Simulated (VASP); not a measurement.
# P in VASP: notebook

The runs below take P through single point, with r2SCAN.

All numbers are computed with VASP 6.6.1; they aren't measurements. Logs are shortened: lines on timing, memory, paths and dates and some standing lists are left out, and cuts for length are marked.

### 1 The cell of the first run

The cell holds a slab with vacuum, 4 atoms: a = 3.185 Å, b = 33.811 Å, c = 4.702 Å, α = 90.00°, β = 90.00°, γ = 90.00°.

### 2 Single point, r2SCAN (strain -0.030 along x and y, +0.015 along z)

Contents of POSCAR:

```
P
1.0
    3.1852158884      0.0000000000      0.0000000000
    0.0000000000     33.8113200603      0.0000000000
    0.0000000000      0.0000000000      4.7015659806
P
4
Direct
    0.0000000000      0.9702614300      0.5921507200
    0.0000000000      0.0297385700      0.4078492800
    0.5000000000      0.0297385700      0.0921507200
    0.5000000000      0.9702614300      0.9078492800
```

Contents of INCAR.step1:

```
PREC = Accurate ; ENCUT = 520
ISMEAR = 0 ; SIGMA = 0.05
LREAL = F ; LASPH = T
NELM = 80 ; NBANDS = 18
GGA = PE ; ALGO = Normal
EDIFF = 1E-4 ; LWAVE = T
LCHARG = F
```

Contents of INCAR.step2:

```
PREC = Accurate ; ENCUT = 520
EDIFF = 1E-6 ; ISMEAR = 0
SIGMA = 0.05 ; LREAL = F
LASPH = T ; NELM = 80
ALGO = Normal ; ISIF = 2
LWAVE = F ; LCHARG = F
METAGGA = R2SCAN ; LMIXTAU = T
NBANDS = 18 ; ISTART = 1
```

Contents of KPOINTS:

```
Automatic mesh
0
Gamma
  8 1 6
```

Potentials or basis: VASP PAW PBE potentials, release 64 (P).

Command:

```console
cat potpaw_PBE.64/P/POTCAR > POTCAR
cp INCAR.step1 INCAR
mpirun -np 1 vasp_std > vasp.out
cp INCAR.step2 INCAR
mpirun -np 1 vasp_std > vasp.out
```

OUTCAR:

```text
PREC = Accurate
   ENCUT = 520
   EDIFF = 1E-6
   ISMEAR = 0
   LREAL = F
   LASPH = T
   NELM = 80
   ISIF = 2
   METAGGA = R2SCAN
   ISTART = 1

 ion  position               nearest neighbor table
   1  0.000  0.970  0.592-   4 2.18   4 2.18   2 2.19
   2  0.000  0.030  0.408-   3 2.18   3 2.18   1 2.19
   3  0.500  0.030  0.092-   2 2.18   2 2.18   4 2.19
   4  0.500  0.970  0.908-   1 2.18   1 2.18   3 2.19

  LATTYP: Found a simple orthorhombic cell.
 ALAT       =     3.1852158884
 B/A-ratio  =     1.4760588121
 C/A-ratio  =    10.6150795566

  Lattice vectors:

 A1 = (  -3.1852158884,   0.0000000000,   0.0000000000)
 A2 = (   0.0000000000,   0.0000000000,   4.7015659806)
 A3 = (   0.0000000000,  33.8113200603,   0.0000000000)

Analysis of symmetry for initial positions (statically):
=====================================================================
 Subroutine PRICEL returns:
 Original cell was already a primitive cell.

 Routine SETGRP: Setting up the symmetry group for a
 simple orthorhombic supercell.

 Subroutine GETGRP returns: Found  8 space group operations
 (whereof  4 operations were pure point group operations)
 out of a pool of  8 trial point group operations.

The static configuration has the point symmetry C_2h.
 The point group associated with its full space group is D_2h.

Analysis of symmetry for dynamics (positions and initial velocities):
=====================================================================
 Subroutine PRICEL returns:
 Original cell was already a primitive cell.

 Routine SETGRP: Setting up the symmetry group for a
 simple orthorhombic supercell.

 Subroutine GETGRP returns: Found  8 space group operations
 (whereof  4 operations were pure point group operations)
 out of a pool of  8 trial point group operations.

The dynamic configuration has the point symmetry C_2h.
 The point group associated with its full space group is D_2h.

 Subroutine INISYM returns: Found  8 space group operations
 (whereof  4 operations are pure point group operations),
 and found     1 'primitive' translations

----------------------------------------------------------------------------------------

                                     Primitive cell

  volume of cell :     506.3415

  direct lattice vectors                    reciprocal lattice vectors
     3.185215888  0.000000000  0.000000000     0.313950462  0.000000000  0.000000000
     0.000000000 33.811320060  0.000000000     0.000000000  0.029575893  0.000000000
     0.000000000  0.000000000  4.701565981     0.000000000  0.000000000  0.212695090

  length of vectors
     3.185215888 33.811320060  4.701565981     0.313950462  0.029575893  0.212695090

  position of ions in fractional coordinates (direct lattice)
     0.000000000  0.970261430  0.592150720
     0.000000000  0.029738570  0.407849280
     0.500000000  0.029738570  0.092150720
     0.500000000  0.970261430  0.907849280

  ion indices of the primitive-cell ions
   primitive index   ion index
                 1           1
                 2           2
                 3           3
                 4           4

----------------------------------------------------------------------------------------

 KPOINTS: Automatic mesh

Automatic generation of k-mesh.
 Grid dimensions read from file:
 generate k-points for:    8    1    6

 Generating k-lattice:

  Cartesian coordinates                     Fractional coordinates (reciprocal lattice)
     0.039243808  0.000000000  0.000000000     0.125000000  0.000000000  0.000000000
     0.000000000  0.029575893  0.000000000     0.000000000  1.000000000  0.000000000
     0.000000000  0.000000000  0.035449182     0.000000000  0.000000000  0.166666667

  Length of vectors
     0.039243808  0.029575893  0.035449182

  Shift w.r.t. Gamma in fractional coordinates (k-lattice)
     0.000000000  0.000000000  0.000000000

 Subroutine IBZKPT returns following result:
 ===========================================

 Found     20 irreducible k-points:

 Following reciprocal coordinates:
            Coordinates               Weight
  0.000000  0.000000  0.000000      1.000000
  0.125000  0.000000  0.000000      2.000000
  0.250000  0.000000  0.000000      2.000000
  0.375000  0.000000  0.000000      2.000000
  0.500000  0.000000  0.000000      1.000000
  0.000000  0.000000  0.166667      2.000000
[... 12 lines left out ...]
  0.375000  0.000000  0.500000      2.000000
  0.500000  0.000000  0.500000      1.000000
   k-points           NKPTS =     20   k-points in BZ     NKDIM =     20   number of bands    NBANDS=     18
   number of dos      NEDOS =    301   number of ions     NIONS =      4
   total plane-waves  NPLWV = 217728
   dimension x,y,z NGX =    24 NGY =  252 NGZ =   36
   dimension x,y,z NGXF=    48 NGYF=  504 NGZF=   72
   ions per type =               4
   NGX,Y,Z   is equivalent  to a cutoff of  12.53, 12.39, 12.73 a.u.
   NGXF,Y,Z  is equivalent  to a cutoff of  25.05, 24.78, 25.46 a.u.
 SYSTEM =  unknown system
   PREC   = accura    normal or accurate (medium, high low for compatibility)
   ISTART =      1    job   : 0-new  1-cont  2-samecut
   ICHARG =      0    charge: 1-file 2-atom 10-const
   ISPIN  =      1    spin polarized calculation?
   LNONCOLLINEAR =      F non collinear calculations
   LSORBIT =      F    spin-orbit coupling
   LASPH  =      T    aspherical Exc in radial PAW
   ENCUT  =  520.0 eV  38.22 Ry    6.18 a.u.   5.92 62.87  8.74*2*pi/ulx,y,z
   NELM   =     80;   NELMIN=  2; NELMDL=  0     # of ELM steps
   EDIFF  = 0.1E-05   stopping-criterion for ELM
   LREAL  =      F    real-space projection
[... 7 lines left out ...]
   TEBEG  =    0.0;   TEEND  =   0.0 temperature during run
   PSTRESS=    0.0 pullay stress
   NELECT =      20.0000    total number of electrons
   NUPDOWN=      -1.0000    fix difference up-down
   EMIN   =  10.00;   EMAX   =-10.00  energy-range for DOS
   EFERMI =   0.00;   METHOD = LEGACY
   ISMEAR =     0;   SIGMA  =   0.05  broadening in eV -4-tet -1-fermi 0-gaus
   EFERMI_NEDOS =   21; number of points for ismear=-14 and -15
   IALGO  =     38    algorithm
   IMIX   =      4    mixing-type and parameters
     AMIX     =   0.40;   BMIX     =  1.00
     AMIX_MAG =   1.60;   BMIX_MAG =  1.00
  volume/ion in A,a.u.               =     126.59       854.24
  Fermi-wavevector in a.u.,A,eV,Ry     =   0.557533  1.053584  4.229271  0.310843
  Thomas-Fermi vector in A             =   1.592169
   LORBIT       =      0    0 simple, 1 ext, 2 COOP (PROOUT), +10 PAW based schemes
   METAGGA = R2SCAN    functional components
   LHFCALC =     F    Hartree Fock is set to
   AEXX    =    0.0000 exact exchange contribution
   IVDW    =     0    specifies the selected vdW correction
   LEPSILON=     F    determine dielectric tensor
   LRPA    =     F    only Hartree local field effects (RPA)
 non-spin polarized calculation
 Gauss-broadening in eV      SIGMA  =   0.05
  energy-cutoff  :      520.00
  volume of cell :      506.34
 maximum number of plane-waves:     13702
 NGX is ok and might be reduce to    24
   NGX = 11   NGY =125   NGZ = 17

 number of electron      19.9999994 magnetization

 Free energy of the ion-electron system (eV)
  ---------------------------------------------------
  ext. energy  EPLUGINS =         0.00000000
  ---------------------------------------------------
  free energy    TOTEN  =       -35.70808159 eV

  energy without entropy =      -35.70808159  energy(sigma->0) =      -35.70808159

 E-fermi :  -3.4103     XC(G=0):  -1.7744

 val. band max:       -3.6536248160   @ k =   0.1250   0.0000   0.0000
 cond. band min:      -2.2990364087   @ k =   0.0000   0.0000   0.0000
 fundamental gap:      1.3545884073
 Fermi energy:        -3.4103263213

 k-point     1 :       0.0000    0.0000    0.0000
  band No.  band energies     occupation
      1     -19.8071      2.00000
      2     -17.0305      2.00000
      3     -13.7462      2.00000
      4      -9.8599      2.00000
      5      -8.6559      2.00000
      6      -8.4283      2.00000
[... 10 lines left out ...]
     17       1.7942      0.00000
     18       1.9301      0.00000

 k-point     2 :       0.1250    0.0000    0.0000
  band No.  band energies     occupation
      1     -19.5963      2.00000
      2     -16.8093      2.00000
      3     -13.7663      2.00000
      4      -9.7102      2.00000
      5      -8.4882      2.00000
      6      -8.4696      2.00000
[... 10 lines left out ...]
     17       2.0248      0.00000
     18       2.1180      0.00000

 k-point     3 :       0.2500    0.0000    0.0000
  band No.  band energies     occupation
      1     -18.9710      2.00000
      2     -16.1486      2.00000
      3     -14.0903      2.00000
      4      -9.6572      2.00000
      5      -9.5296      2.00000
      6      -9.3224      2.00000
[... 10 lines left out ...]
     17       2.4892      0.00000
     18       2.7129      0.00000

 k-point     4 :       0.3750    0.0000    0.0000
  band No.  band energies     occupation
      1     -17.9574      2.00000
      2     -15.1663      2.00000
      3     -15.0581      2.00000
      4     -11.6969      2.00000
      5      -9.8171      2.00000
      6      -8.9991      2.00000
[... 10 lines left out ...]
     17       3.4113      0.00000
     18       3.4289      0.00000

 k-point     5 :       0.5000    0.0000    0.0000
  band No.  band energies     occupation
      1     -16.6242      2.00000
      2     -16.6242      2.00000
      3     -13.5580      2.00000
      4     -13.5580      2.00000
      5      -9.3019      2.00000
      6      -9.3019      2.00000
[... 10 lines left out ...]
     17       3.6226      0.00000
     18       3.6226      0.00000

 k-point     6 :       0.0000    0.0000    0.1667
  band No.  band energies     occupation
      1     -19.6692      2.00000
      2     -17.2884      2.00000
      3     -13.6548      2.00000
      4     -10.5055      2.00000
      5      -8.1222      2.00000
      6      -8.0815      2.00000
[... 10 lines left out ...]
     17       1.9811      0.00000
     18       2.1650      0.00000

 k-point     7 :       0.1250    0.0000    0.1667
  band No.  band energies     occupation
      1     -19.4592      2.00000
      2     -17.0757      2.00000
      3     -13.6367      2.00000
      4     -10.3897      2.00000
      5      -8.3939      2.00000
      6      -8.0585      2.00000
[... 10 lines left out ...]
     17       1.9946      0.00000
     18       2.2106      0.00000

 k-point     8 :       0.2500    0.0000    0.1667
  band No.  band energies     occupation
      1     -18.8372      2.00000
      2     -16.4555      2.00000
      3     -13.8369      2.00000
      4     -10.4131      2.00000
      5      -9.6934      2.00000
      6      -8.8832      2.00000
[... 10 lines left out ...]
     17       2.8032      0.00000
     18       2.8971      0.00000
[... 145 lines left out ...]
     17       3.3317      0.00000
     18       3.3317      0.00000

 k-point    16 :       0.0000    0.0000    0.5000
  band No.  band energies     occupation
      1     -18.6509      2.00000
      2     -18.6509      2.00000
      3     -12.5763      2.00000
      4     -12.5763      2.00000
      5      -6.6546      2.00000
      6      -6.6546      2.00000
[... 10 lines left out ...]
     17       2.4295      0.00000
     18       2.4295      0.00000

 k-point    17 :       0.1250    0.0000    0.5000
  band No.  band energies     occupation
      1     -18.4461      2.00000
      2     -18.4461      2.00000
      3     -12.4725      2.00000
      4     -12.4725      2.00000
      5      -7.5709      2.00000
      6      -7.5709      2.00000
[... 10 lines left out ...]
     17       2.7771      0.00000
     18       2.7771      0.00000

 k-point    18 :       0.2500    0.0000    0.5000
  band No.  band energies     occupation
      1     -17.8477      2.00000
      2     -17.8477      2.00000
      3     -12.4100      2.00000
      4     -12.4100      2.00000
      5      -9.3736      2.00000
      6      -9.3736      2.00000
[... 10 lines left out ...]
     17       3.5921      0.00000
     18       3.5921      0.00000

 k-point    19 :       0.3750    0.0000    0.5000
  band No.  band energies     occupation
      1     -16.9418      2.00000
      2     -16.9418      2.00000
      3     -13.2381      2.00000
      4     -13.2381      2.00000
      5      -9.6871      2.00000
      6      -9.6871      2.00000
[... 10 lines left out ...]
     17       3.5711      0.00000
     18       3.5711      0.00000

 k-point    20 :       0.5000    0.0000    0.5000
  band No.  band energies     occupation
      1     -16.2711      2.00000
      2     -16.2711      2.00000
      3     -14.0785      2.00000
      4     -14.0785      2.00000
      5      -9.0519      2.00000
      6      -9.0519      2.00000
[... 10 lines left out ...]
     17       3.6069      0.00000
     18       3.6069      0.00000

------------------------ aborting loop because EDIFF is reached ----------------------------------------

  FORCE on cell =-STRESS in cart. coord.  units (eV):
  Direction    XX          YY          ZZ          XY          YZ          ZX
  --------------------------------------------------------------------------------------
  -------------------------------------------------------------------------------------
  Total        3.3868234      2.1387982      0.2239693      0.0000000     -0.0000000      0.0000000
  in kB       10.7166637      6.7676340      0.7086886      0.0000000     -0.0000000      0.0000000
  external PRESSURE =       6.0643288 kB  Pullay stress =       0.0000000 kB

 VOLUME and BASIS-vectors are now :
 -----------------------------------------------------------------------------
  energy-cutoff  :      520.00
  volume of cell :      506.34
      direct lattice vectors                 reciprocal lattice vectors
     3.185215888  0.000000000  0.000000000     0.313950462  0.000000000  0.000000000
     0.000000000 33.811320060  0.000000000     0.000000000  0.029575893  0.000000000
     0.000000000  0.000000000  4.701565981     0.000000000  0.000000000  0.212695090

 POSITION                                       TOTAL-FORCE (eV/Angst)
 -----------------------------------------------------------------------------------
      0.00000     32.80582      2.78404        -0.000000     -0.536901      0.214361
      0.00000      1.00550      1.91753         0.000000      0.536901     -0.214361
      1.59261      1.00550      0.43325        -0.000000      0.536901      0.214361
      1.59261     32.80582      4.26831        -0.000000     -0.536901     -0.214361
 -----------------------------------------------------------------------------------
    total drift:                                0.000000      0.000000     -0.000000

  FREE ENERGIE OF THE ION-ELECTRON SYSTEM (eV)
  ---------------------------------------------------
  free  energy   TOTEN  =       -35.7080815930 eV

  energy  without entropy=      -35.7080815930  energy(sigma->0) =      -35.70808159
```

Wall time 12 min (1 thread of Intel Xeon 6975P-C (Granite Rapids), shared host); peak memory 0.58 GiB.

What came out:

```yaml
Free_energy: -35.7081 eV
Largest_force: 0.578 eV/Å
Band_gap_on_the_k_mesh: 1.35 eV (least direct gap 1.36 eV)
```

Forces on the atoms (eV/Å):
```
P    0.000 -0.537  0.214
P    0.000  0.537 -0.214
P    0.000  0.537  0.214
P    0.000 -0.537 -0.214
```

Caveat: the cell differs from its parent crystal (strain -0.030 along x and y, +0.015 along z); there is no dipole correction, which matters where the two faces differ; the PAW data sets were made with another functional, which shifts forces and pressure a little.

[end of part 1 of 2]
